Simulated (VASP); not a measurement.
# Cl (Cmce) in VASP: G0W0 quasiparticle levels with PBE

Aim: the G0W0 quasiparticle levels of Cl with PBE.

All numbers are computed with VASP 6.6.1; they aren't measurements. Logs are shortened: lines on timing, memory, paths and dates and some standing lists are left out, and cuts for length are marked.

## (1) The cell of the first run

The structure is orthorhombic, space group Cmce (No. 64). The conventional cell has a = 6.250 Å, b = 4.014 Å, c = 8.147 Å, α = 90.00°, β = 90.00°, γ = 90.00°. Within 2.7 Å of Cl (site symmetry m) lie 1 Cl at 2.02 Å.

## (2) G0W0 quasiparticle levels, PBE

The input, POSCAR:

```
Cl
1.0
    3.1252371057     -2.0072452166      0.0000000000
    3.1252371057      2.0072452166      0.0000000000
    0.0000000000      0.0000000000      8.1465598679
Cl
4
Direct
    0.8756350467      0.1243649533      0.6074783337
    0.1243649533      0.8756350467      0.3925216663
    0.6243649533      0.3756350467      0.1074783337
    0.3756350467      0.6243649533      0.8925216663
```

The input, INCAR.step1:

```
ALGO = Normal
EDIFF = 1E-8
ENCUT = 500
GGA = PE
ISMEAR = 0
LASPH = True
LCHARG = False
LREAL = False
LWAVE = True
NELM = 100
PREC = Accurate
SIGMA = 0.01
```

The input, INCAR.step2:

```
ALGO = Exact
EDIFF = 1E-8
ENCUT = 500
GGA = PE
ISMEAR = 0
ISTART = 1
LASPH = True
LCHARG = False
LOPTICS = True
LREAL = False
LWAVE = True
NBANDS = 180
NELM = 1
PREC = Accurate
SIGMA = 0.01
```

The input, INCAR.step3:

```
ALGO = EVGW0
EDIFF = 1E-8
ENCUT = 500
ENCUTGW = 80.0
GGA = PE
ISMEAR = 0
ISTART = 1
LASPH = True
LCHARG = False
LREAL = False
LWAVE = False
NBANDS = 180
NBANDSGW = 22
NELMGW = 1
NOMEGA = 96
OMEGAMAX = 20
PREC = Accurate
PRECFOCK = Fast
SIGMA = 0.01
```

The input, KPOINTS:

```
k-points
0
Gamma
  6 6 2
```

Potentials or basis: VASP PAW PBE potentials, release 64 (Cl_GW).

Started as:

```sh
cat potpaw_PBE.64/Cl_GW/POTCAR > POTCAR
cp INCAR.step1 INCAR
mpirun -np 1 vasp_std > vasp.out
cp INCAR.step2 INCAR
mpirun -np 1 vasp_std > vasp.out
cp INCAR.step3 INCAR
mpirun -np 1 vasp_std > vasp.out
```

OUTCAR:

```text
EDIFF = 1E-8
   ENCUT = 500
   ENCUTGW = 80.0
   GGA = PE
   ISMEAR = 0
   ISTART = 1
   LASPH = True
   LREAL = False
   NELMGW = 1
   PREC = Accurate
   PRECFOCK = Fast

 ion  position               nearest neighbor table
   1  0.876  0.124  0.607-   2 2.02
   2  0.124  0.876  0.393-   1 2.02
   3  0.624  0.376  0.107-   4 2.02
   4  0.376  0.624  0.893-   3 2.02

  LATTYP: Found a base centered orthorhombic cell.
 ALAT       =     4.0144904332
 B/A-ratio  =     1.5569782306
 C/A-ratio  =     2.0292886491

  Lattice vectors:

 A1 = (  -3.1252371057,  -2.0072452166,   0.0000000000)
 A2 = (   3.1252371057,  -2.0072452166,   0.0000000000)
 A3 = (   0.0000000000,   0.0000000000,   8.1465598679)

Analysis of symmetry for initial positions (statically):
=====================================================================
 Subroutine PRICEL returns:
 Original cell was already a primitive cell.

 Routine SETGRP: Setting up the symmetry group for a
 base centered orthorhombic supercell.

 Subroutine GETGRP returns: Found  8 space group operations
 (whereof  4 operations were pure point group operations)
 out of a pool of  8 trial point group operations.

The static configuration has the point symmetry C_2h.
 The point group associated with its full space group is D_2h.

Analysis of symmetry for dynamics (positions and initial velocities):
=====================================================================
 Subroutine PRICEL returns:
 Original cell was already a primitive cell.

 Routine SETGRP: Setting up the symmetry group for a
 base centered orthorhombic supercell.

 Subroutine GETGRP returns: Found  8 space group operations
 (whereof  4 operations were pure point group operations)
 out of a pool of  8 trial point group operations.

The dynamic configuration has the point symmetry C_2h.
 The point group associated with its full space group is D_2h.

 Subroutine INISYM returns: Found  8 space group operations
 (whereof  4 operations are pure point group operations),
 and found     1 'primitive' translations

----------------------------------------------------------------------------------------

                                     Primitive cell

  volume of cell :     102.2087

  direct lattice vectors                    reciprocal lattice vectors
     3.125237106 -2.007245217  0.000000000     0.159987861 -0.249097617  0.000000000
     3.125237106  2.007245217  0.000000000     0.159987861  0.249097617  0.000000000
     0.000000000  0.000000000  8.146559868     0.000000000  0.000000000  0.122751200

  length of vectors
     3.714315593  3.714315593  8.146559868     0.296050230  0.296050230  0.122751200

  position of ions in fractional coordinates (direct lattice)
     0.875635047  0.124364953  0.607478334
     0.124364953  0.875635047  0.392521666
     0.624364953  0.375635047  0.107478334
     0.375635047  0.624364953  0.892521666

  ion indices of the primitive-cell ions
   primitive index   ion index
                 1           1
                 2           2
                 3           3
                 4           4

----------------------------------------------------------------------------------------

 KPOINTS: k-points

Automatic generation of k-mesh.
 Grid dimensions read from file:
 generate k-points for:    6    6    2

 Generating k-lattice:

  Cartesian coordinates                     Fractional coordinates (reciprocal lattice)
     0.026664644 -0.041516269  0.000000000     0.166666667 -0.000000000  0.000000000
     0.026664644  0.041516269  0.000000000    -0.000000000  0.166666667  0.000000000
     0.000000000  0.000000000  0.061375600     0.000000000  0.000000000  0.500000000

  Length of vectors
     0.049341705  0.049341705  0.061375600

  Shift w.r.t. Gamma in fractional coordinates (k-lattice)
     0.000000000  0.000000000  0.000000000

 Subroutine IBZKPT returns following result:
 ===========================================

 Found     26 irreducible k-points:

 Following reciprocal coordinates:
            Coordinates               Weight
  0.000000  0.000000  0.000000      1.000000
  0.166667  0.000000  0.000000      4.000000
  0.333333 -0.000000  0.000000      4.000000
  0.500000  0.000000  0.000000      2.000000
  0.166667  0.166667  0.000000      2.000000
  0.333333  0.166667  0.000000      4.000000
[... 16 lines left out ...]
  0.333333  0.333333  0.500000      2.000000
  0.500000  0.333333  0.500000      4.000000
 [... further k-points ...]
   k-points           NKPTS =     26   k-points in BZ     NKDIM =     72   number of bands    NBANDS=    180
   number of dos      NEDOS =    301   number of ions     NIONS =      4
   total plane-waves  NPLWV =  47040
   dimension x,y,z NGX =    28 NGY =   28 NGZ =   60
   dimension x,y,z NGXF=    56 NGYF=   56 NGZF=  120
   ions per type =               4
   NGX,Y,Z   is equivalent  to a cutoff of  12.53, 12.53, 12.24 a.u.
   NGXF,Y,Z  is equivalent  to a cutoff of  25.06, 25.06, 24.49 a.u.
 SYSTEM =  unknown system
   PREC   = accura    normal or accurate (medium, high low for compatibility)
   ISTART =      1    job   : 0-new  1-cont  2-samecut
   ICHARG =      0    charge: 1-file 2-atom 10-const
   ISPIN  =      1    spin polarized calculation?
   LNONCOLLINEAR =      F non collinear calculations
   LSORBIT =      F    spin-orbit coupling
   LASPH  =      T    aspherical Exc in radial PAW
   ENCUT  =  500.0 eV  36.75 Ry    6.06 a.u.   6.77  6.77 14.85*2*pi/ulx,y,z
   NELM   =     60;   NELMIN=  2; NELMDL=  0     # of ELM steps
   EDIFF  = 0.1E-07   stopping-criterion for ELM
   LREAL  =      F    real-space projection
   EDIFFG = 0.1E-06   stopping-criterion for IOM
   NSW    =      0    number of steps for IOM
   IBRION =     -1    ionic relax: 0-MD 1-quasi-New 2-CG
   NFREE  =      0    steps in history (QN), initial steepest desc. (CG)
   ISIF   =      0    stress and relaxation
   ISYM   =      3    0-nonsym 1-usesym 2-fastsym
   POTIM  = 0.5000    time-step for ionic-motion
   TEBEG  =    0.0;   TEEND  =   0.0 temperature during run
   PSTRESS=    0.0 pullay stress
   NELECT =      28.0000    total number of electrons
   NUPDOWN=      -1.0000    fix difference up-down
   EMIN   =  10.00;   EMAX   =-10.00  energy-range for DOS
   EFERMI =   0.00;   METHOD = LEGACY
   ISMEAR =     0;   SIGMA  =   0.01  broadening in eV -4-tet -1-fermi 0-gaus
   EFERMI_NEDOS =   21; number of points for ismear=-14 and -15
   IALGO  =     38    algorithm
   IMIX   =      4    mixing-type and parameters
     AMIX     =   0.40;   BMIX     =  1.00
     AMIX_MAG =   1.60;   BMIX_MAG =  1.00
  volume/ion in A,a.u.               =      25.55       172.43
  Fermi-wavevector in a.u.,A,eV,Ry     =   1.063241  2.009234 15.381127  1.130481
  Thomas-Fermi vector in A             =   2.198719
   LORBIT       =      0    0 simple, 1 ext, 2 COOP (PROOUT), +10 PAW based schemes
   GGA     = PE    functional components
   LHFCALC =     T    Hartree Fock is set to
   PRECFOCK=fast      Normal, Fast or Accurate (Low or Medium for compatibility)
   ENCUT4O =  -1.0   cutoff for four orbital integrals eV
   NKREDX  =     1    reduce k-point grid by
   NKREDY  =     1    reduce k-point grid by
   NKREDZ  =     1    reduce k-point grid by
   AEXX    =    1.0000 exact exchange contribution
   HFSCREEN=    0.0000 screening length (either q_TF or 0.3 A-1)
   HFSCREENC=   0.0000 screening length for correlation (either q_TF or 0.3 A-1)
   ENCUTFOCK=  -1.0 apply spherical cutoff to Coloumb kernel
   IVDW    =     0    specifies the selected vdW correction
   LEPSILON=     F    determine dielectric tensor
   LRPA    =     F    only Hartree local field effects (RPA)
   LRPAFORCE           =     F    calculate RPA forces
   ENCUTGW             =  80.0    cutoff for response function in eV
   ENCUTGWSOFT         =  64.0    soft cutoff for Coulomb kernel in GW response function in eV
   ENCUTLF             =  -1.0    cutoff for local field effects
   NELMGW              =     1    number of iterations in solving QP/BSE equation
   NELMHF              =     1    number of iterations in the inner HF iteration
   NKREDLFX            =     1    NKREDLFY  =   1   NKREDLFZ  =   1
 non-spin polarized calculation
 Gauss-broadening in eV      SIGMA  =   0.01
  energy-cutoff  :      500.00
  volume of cell :      102.21
 maximum number of plane-waves:      2618
  NGX = 16; NGY = 16; NGZ = 36
   NGX = 13   NGY = 13   NGZ = 29
 maximum number of plane-waves:       173
 NGX is ok and might be reduce to    14

 QP shifts <psi_nk| G(iteration)W_0 |psi_nk>: iteration 1
 for sc-GW calculations column KS-energies equals QP-energies in previous step
 and V_xc(KS)=  KS-energies - (<T + V_ion + V_H > + <T+V_H+V_ion>^1  + <V_x>^1)

 k-point   1 :       0.0000    0.0000    0.0000
  band No.  KS-energies  QP-energies   sigma(KS)   V_xc(KS)     V^pw_x(r,r')   Z            occupation Imag(sigma)

      1     -16.7525     -17.0568     -15.6343     -15.1037     -24.7646       0.5735       2.0000       1.2141
      2     -16.4033     -16.7670     -15.9756     -15.3537     -24.8157       0.5848       2.0000       1.1217
      3     -12.9238     -13.2317     -15.5971     -15.0704     -23.6853       0.5845       2.0000       0.8913
      4     -11.9367     -12.3722     -16.5653     -15.8607     -24.0370       0.6181       2.0000       0.6497
      5      -5.6655      -6.5101     -15.2320     -14.0209     -18.3317       0.6974       2.0000       0.2948
      6      -4.1773      -5.0104     -16.2024     -15.0965     -18.7707       0.7534       2.0000       0.1827
[... 14 lines left out ...]
     21      10.7551      11.7248      -8.4937      -9.7461      -4.5266       0.7742       0.0000      -0.0908
     22      10.8869      11.7281      -8.1554      -9.2432      -4.1483       0.7733       0.0000      -0.1182

 k-point   2 :       0.1667    0.0000    0.0000
  band No.  KS-energies  QP-energies   sigma(KS)   V_xc(KS)     V^pw_x(r,r')   Z            occupation Imag(sigma)

      1     -16.6752     -16.9906     -15.7149     -15.1673     -24.7905       0.5762       2.0000       1.1880
      2     -16.3674     -16.7330     -16.0157     -15.3928     -24.8395       0.5869       2.0000       1.1079
      3     -12.8509     -13.1708     -15.6783     -15.1372     -23.7205       0.5912       2.0000       0.8691
      4     -12.0007     -12.4265     -16.5111     -15.8158     -24.0221       0.6124       2.0000       0.6618
      5      -5.6386      -6.4832     -15.2023     -13.9910     -18.3361       0.6973       2.0000       0.3004
      6      -4.3238      -5.1632     -16.0823     -14.9516     -18.7291       0.7424       2.0000       0.1803
[... 14 lines left out ...]
     21      10.2321      11.0431      -8.0673      -9.1120      -4.1084       0.7764       0.0000      -0.0970
     22      10.9336      11.8519      -8.5171      -9.7046      -4.5363       0.7732       0.0000      -0.1007

 k-point   3 :       0.3333   -0.0000    0.0000
  band No.  KS-energies  QP-energies   sigma(KS)   V_xc(KS)     V^pw_x(r,r')   Z            occupation Imag(sigma)

      1     -16.4954     -16.8319     -15.9029     -15.3209     -24.8533       0.5782       2.0000       1.1314
      2     -16.3111     -16.6788     -16.0834     -15.4631     -24.8882       0.5929       2.0000       1.0840
      3     -12.6632     -13.0091     -15.8767     -15.3004     -23.8027       0.6003       2.0000       0.8161
      4     -12.1796     -12.5885     -16.3477     -15.6803     -23.9694       0.6127       2.0000       0.6988
      5      -5.5529      -6.3994     -15.0986     -13.8710     -18.3533       0.6896       2.0000       0.3162
      6      -4.7797      -5.6191     -15.5837     -14.3757     -18.5910       0.6949       2.0000       0.2110
[... 14 lines left out ...]
     21      10.7266      11.5995      -8.4109      -9.5456      -4.3816       0.7692       0.0000      -0.1049
     22      11.4803      12.3260      -8.8612      -9.9582      -4.6170       0.7709       0.0000      -0.1983
[... 498 lines left out ...]
      1     -16.3961     -16.7451     -15.9947     -15.3992     -24.8798       0.5861       2.0000       1.1103
      2     -16.3961     -16.7451     -15.9947     -15.3992     -24.8798       0.5861       2.0000       1.1103
      3     -12.3092     -12.6991     -16.2321     -15.5914     -23.9297       0.6085       2.0000       0.7264
      4     -12.3092     -12.6991     -16.2321     -15.5914     -23.9297       0.6085       2.0000       0.7264
      5      -4.9468      -5.7731     -15.6625     -14.4815     -18.5668       0.6996       2.0000       0.2044
      6      -4.9468      -5.7731     -15.6625     -14.4815     -18.5668       0.6996       2.0000       0.2044
[... 14 lines left out ...]
     21      10.3418      11.2702      -8.7515      -9.9766      -4.6023       0.7578       0.0000      -0.1360
     22      10.3418      11.2702      -8.7515      -9.9766      -4.6023       0.7578       0.0000      -0.1360

 k-point  24 :       0.5000    0.3333    0.5000
  band No.  KS-energies  QP-energies   sigma(KS)   V_xc(KS)     V^pw_x(r,r')   Z            occupation Imag(sigma)

      1     -16.3315     -16.6877     -16.0667     -15.4645     -24.9128       0.5916       2.0000       1.0861
      2     -16.3315     -16.6877     -16.0667     -15.4645     -24.9128       0.5916       2.0000       1.0861
      3     -12.3039     -12.6912     -16.2415     -15.6057     -23.9455       0.6092       2.0000       0.7244
      4     -12.3039     -12.6912     -16.2415     -15.6057     -23.9455       0.6092       2.0000       0.7244
      5      -4.9783      -5.8199     -15.6329     -14.4322     -18.5560       0.7010       2.0000       0.2224
      6      -4.9783      -5.8199     -15.6329     -14.4322     -18.5560       0.7010       2.0000       0.2224
[... 14 lines left out ...]
     21      10.5959      11.5205      -8.8273     -10.0417      -4.7254       0.7613       0.0000      -0.1201
     22      10.5959      11.5205      -8.8273     -10.0417      -4.7254       0.7613       0.0000      -0.1201

 [... further k-points ...]
```

Wall time 26 min (1 thread of Intel Xeon 6975P-C (Granite Rapids), shared host); peak memory 3.5 GiB.

Results:

```
Quasiparticle gap                                   : 4.56 eV
Least direct quasiparticle gap                      : 4.58 eV
Band gap of the starting levels on the mesh         : 2.21 eV
Least direct gap of the starting levels on the mesh : 2.21 eV
```

Caveat: the k points lie up to 0.39 Å⁻¹ apart; bands, screening cutoff and mesh are small and nothing is extrapolated, so the quasiparticle values aren't converged.
